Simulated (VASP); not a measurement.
Set up this calculation in VASP 6.6.1, as the native input.

- Task: single point
- Functional: PBEsol
- Potentials or basis: VASP PAW PBE potentials, release 64 (Sb, In_d)
- Cutoff: 520 eV
- k mesh: 6 × 6 × 6
- Occupations: fermi-dirac, width 0.05 eV
- Spin: no spin polarisation
- Dipole correction: no
- Further INCAR settings: ALGO = Normal; EDIFF = 1e-07; NBANDS = 22

The structure of InSb3 lies in POSCAR:

```
InSb3
1.0
    4.7741085314      0.0000000000      0.0000000000
    0.0000000000      4.7741085314      0.0000000000
    0.0000000000      0.0000000000      4.7741085314
Sb In
3 1
Direct
    0.5000000000      0.5000000000      0.0000000000
    0.0000000000      0.5000000000      0.5000000000
    0.5000000000      0.0000000000      0.5000000000
    0.0000000000      0.0000000000      0.0000000000
```

These files were run (other wordings do the same):

INCAR

```
SYSTEM = InSb3
PREC = Accurate ; ENCUT = 520
EDIFF = 1E-7 ; ISMEAR = -1
SIGMA = 0.05 ; LREAL = .False.
LASPH = .True. ; NELM = 100
ALGO = Normal ; ISIF = 2
LWAVE = .False. ; LCHARG = .False.
GGA = PS ; NBANDS = 22
```

KPOINTS

```
regular mesh
0
Gamma
  6 6 6
  0 0 0
```

Potentials or basis: VASP PAW PBE potentials, release 64 (Sb, In_d).

The run is started by

```bash
$ cat potpaw_PBE.64/Sb/POTCAR potpaw_PBE.64/In_d/POTCAR > POTCAR
$ mpirun -np 1 vasp_std > vasp.out
```

Results of the run:

- Pressure: -1.7 GPa
- Band gap on the k mesh: zero (band 14 reaches 11.54 eV, above the bottom of band 15 at 6.80 eV)

Caveat: the PAW data sets were made with another functional, which shifts forces and pressure a little; spin-orbit coupling is left out, which moves the levels of the heavy elements.

Run time: 15 s on 1 thread of Intel(R) Xeon(R) 6975P-C (Granite Rapids), with other jobs on the host, peak memory 0.22 GiB.
